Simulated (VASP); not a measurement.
# Si16Ge (a cell with a defect) in VASP: notebook, part 2 of 2

VASP 6.6.1.

### Step 3. Single point, PBEsol

The input, INCAR:

```
SYSTEM = Si16Ge
PREC = Accurate
ENCUT = 520
EDIFF = 1E-6
ISMEAR = 0
SIGMA = 0.05
LREAL = Auto
LASPH = .TRUE.
NELM = 100
ALGO = Normal
ISIF = 2
LWAVE = .FALSE.
LCHARG = .FALSE.
GGA = PS
NBANDS = 53
```

The input, KPOINTS:

```
regular mesh
0
G
  2 2 2
  0 0 0
```

The input, POSCAR:

```
Si16Ge
1.0
    0.0000000000      5.4300000000      5.4300000000
    5.4300000000      0.0000000000      5.4300000000
    5.4300000000      5.4300000000      0.0000000000
Si Ge
16 1
Direct
   -0.0242998158     -0.0247959484     -0.0237324125
    0.1012436464      0.1007465930      0.1018090239
    0.0193844383      0.0188910681      0.4572496317
    0.1315116943      0.1310188766      0.6074568140
    0.0193838858      0.4561868324      0.0199533149
    0.1315124309      0.6063934622      0.1320794659
    0.0097081952      0.5019325046      0.5029925414
    0.1440602210      0.6206441989      0.6217084715
    0.4566821363      0.0188896869      0.0199554328
    0.6068899632      0.1310190608      0.1320796501
    0.5024255064      0.0092164825      0.5029932781
    0.6211375691      0.1435683241      0.6217093923
    0.5024254144      0.5019324125      0.0102777164
    0.6211397790      0.6206445672      0.1446303867
    0.5144953959      0.5140046041      0.5150650092
    0.6388511971      0.6383593002      0.6394206262
    0.8360619705      0.8355674954      0.8366308471
```

Potentials or basis: VASP PAW PBE potentials, release 64 (Si, Ge_d).

On the command line:

```
cat potpaw_PBE.64/Si/POTCAR potpaw_PBE.64/Ge_d/POTCAR > POTCAR
mpirun -np 1 vasp_std > vasp.out
```

OUTCAR:

```text
SYSTEM = Si16Ge
   PREC = Accurate
   ENCUT = 520
   EDIFF = 1E-6
   ISMEAR = 0
   LREAL = Auto
   LASPH = .TRUE.
   NELM = 100
   ISIF = 2
   GGA = PS

 ion  position               nearest neighbor table
   1  0.976  0.975  0.976-   6 2.35  10 2.35   4 2.35   2 2.36  17 2.63
   2  0.101  0.101  0.102-   9 2.28   5 2.28   3 2.28   1 2.36
   3  0.019  0.019  0.457-   2 2.28   4 2.35  17 2.50   8 2.51  12 2.51
   4  0.132  0.131  0.607-   7 2.33  11 2.33   1 2.35   3 2.35
   5  0.019  0.456  0.020-   2 2.28   6 2.35  17 2.50  14 2.51   8 2.51
   6  0.132  0.606  0.132-   7 2.33  13 2.33   1 2.35   5 2.35
   7  0.010  0.502  0.503-   6 2.33   4 2.33  16 2.33   8 2.33
   8  0.144  0.621  0.622-   7 2.33  15 2.33  17 2.44   5 2.51   3 2.51
   9  0.457  0.019  0.020-   2 2.28  10 2.35  17 2.50  14 2.51  12 2.51
  10  0.607  0.131  0.132-  13 2.33  11 2.33   1 2.35   9 2.35
  11  0.502  0.009  0.503-  10 2.33   4 2.33  16 2.33  12 2.33
  12  0.621  0.144  0.622-  11 2.33  15 2.33  17 2.44   9 2.51   3 2.51
  13  0.502  0.502  0.010-   6 2.33  10 2.33  16 2.33  14 2.33
  14  0.621  0.621  0.145-  13 2.33  15 2.33  17 2.44   5 2.51   9 2.51
  15  0.514  0.514  0.515-  14 2.33   8 2.33  12 2.33  16 2.34
[... 208 lines left out ...]
      2     -18.1745      2.00000
      3     -18.0865      2.00000
      4     -18.0864      2.00000
      5     -18.0864      2.00000
      6      -6.4771      2.00000
[... 205 lines left out ...]
     50      10.2524      0.00000
     51      10.3294      0.00000
 [bands above 51 left out]

------------------------ aborting loop because EDIFF is reached ----------------------------------------

  FORCE on cell =-STRESS in cart. coord.  units (eV):
  Direction    XX          YY          ZZ          XY          YZ          ZX
  --------------------------------------------------------------------------------------
  -------------------------------------------------------------------------------------
  Total        7.2253461      7.2253461      7.2253461     -1.4058279     -1.4058279     -1.4058279
  in kB       36.1526180     36.1526180     36.1526180     -7.0341765     -7.0341765     -7.0341765
  external PRESSURE =      36.1526180 kB  Pullay stress =       0.0000000 kB

 VOLUME and BASIS-vectors are now :
 -----------------------------------------------------------------------------
  energy-cutoff  :      520.00
  volume of cell :      320.21
      direct lattice vectors                 reciprocal lattice vectors
     0.000000000  5.430000000  5.430000000    -0.092081031  0.092081031  0.092081031
     5.430000000  0.000000000  5.430000000     0.092081031 -0.092081031  0.092081031
     5.430000000  5.430000000  0.000000000     0.092081031  0.092081031 -0.092081031

 POSITION                                       TOTAL-FORCE (eV/Angst)
 -----------------------------------------------------------------------------------
     10.59649     10.59919     10.59341        -0.005709     -0.005709     -0.005709
      1.09988      1.10258      1.09681        -0.006268     -0.006268     -0.006268
      2.58544      2.58812      0.20784         0.004858      0.004858     -0.001081
      4.00992      4.01260      1.42554         0.005728      0.005728      0.002133
      2.58544      0.21360      2.58235         0.004858     -0.001081      0.004858
      4.00991      1.43130      4.00683         0.005728      0.002133      0.005728
[... 9 lines left out ...]
      6.93835      6.94102      6.93525        -0.005886     -0.005886     -0.005886
      9.08004      9.08272      9.07695         0.003137      0.003137      0.003137
 -----------------------------------------------------------------------------------
    total drift:                               -0.002553     -0.000704     -0.001519

  FREE ENERGIE OF THE ION-ELECTRON SYSTEM (eV)
  ---------------------------------------------------
  free  energy   TOTEN  =       -92.4897415881 eV

  energy  without entropy=      -92.4800703534  energy(sigma->0) =      -92.48490597
```

OSZICAR:

```text
N       E                     dE             d eps       ncg     rms          rms(c)
DAV:   1     0.386634199622E+03    0.38663E+03   -0.29503E+04   529   0.161E+03
DAV:   2    -0.299357678644E+02   -0.41657E+03   -0.38627E+03   477   0.391E+02
DAV:   3    -0.911244127535E+02   -0.61189E+02   -0.58867E+02   513   0.104E+02
DAV:   4    -0.941989345533E+02   -0.30745E+01   -0.30475E+01   536   0.264E+01
DAV:   5    -0.942893222059E+02   -0.90388E-01   -0.90280E-01   536   0.463E+00    0.145E+01
DAV:   6    -0.930298404806E+02    0.12595E+01   -0.73295E-01   504   0.292E+00    0.859E+00
DAV:   7    -0.924884310045E+02    0.54141E+00   -0.12490E+00   488   0.347E+00    0.595E-01
DAV:   8    -0.924889047791E+02   -0.47377E-03   -0.99356E-02   520   0.147E+00    0.374E-01
DAV:   9    -0.924895684121E+02   -0.66363E-03   -0.55527E-03   544   0.330E-01    0.198E-01
DAV:  10    -0.924896960051E+02   -0.12759E-03   -0.63909E-04   504   0.105E-01    0.824E-02
DAV:  11    -0.924897411336E+02   -0.45129E-04   -0.86523E-05   488   0.388E-02    0.178E-02
DAV:  12    -0.924897416208E+02   -0.48712E-06   -0.10314E-05   568   0.145E-02    0.840E-03
DAV:  13    -0.924897415881E+02    0.32669E-07   -0.15065E-06   352   0.486E-03
   1 F= -.92489742E+02 E0= -.92484906E+02  d E =-.967123E-02
```

stdout:

```text
POSCAR found type information on POSCAR SiGe
 POSCAR found :  2 types and      17 ions
 scaLAPACK will be used
 -----------------------------------------------------------------------------
|                                                                             |
|                                                                             |
|     You enforced a specific xc type in the INCAR file but a different       |
|     I HOPE YOU KNOW WHAT YOU ARE DOING!                                     |
|                                                                             |
 -----------------------------------------------------------------------------

 LDA part: xc-table for (Slater+PW92), standard interpolation
 POSCAR, INCAR and KPOINTS ok, starting setup
 FFT: planning ... GRIDC
 FFT: planning ... GRID_SOFT
 FFT: planning ... GRID
 WAVECAR not read
 entering main loop
```

Run time: 44 s. Hardware: 1 thread of Intel Xeon 6975P-C (Granite Rapids), shared host; peak memory 0.46 GiB.

Results:

| Item | Value |
| --- | --- |
| Free energy | -92.4897 eV |
| Pressure | 3.6 GPa |
| Largest force | 0.019 eV/Å |
| Band gap on the k mesh | zero (band 39 reaches 6.72 eV, above the bottom of band 40 at 6.58 eV) |

Forces on the atoms (eV/Å):
```
Si  -0.006 -0.006 -0.006
Si  -0.006 -0.006 -0.006
Si   0.005  0.005 -0.001
Si   0.006  0.006  0.002
Si   0.005 -0.001  0.005
Si   0.006  0.002  0.006
Si   0.005 -0.006 -0.006
Si   0.008  0.001  0.001
Si  -0.001  0.005  0.005
Si   0.002  0.006  0.006
Si  -0.006  0.005 -0.006
Si   0.001  0.008  0.001
Si  -0.006 -0.006  0.005
Si   0.001  0.001  0.008
Si  -0.011 -0.011 -0.011
Si  -0.006 -0.006 -0.006
Ge   0.003  0.003  0.003
```

Stress tensor (GPa, compression positive):
```
 3.62 -0.70 -0.70
-0.70  3.62 -0.70
-0.70 -0.70  3.62
```

Caveat: the k points lie up to 0.50 Å⁻¹ apart; the PAW data sets were made with another functional, which shifts forces and pressure a little.
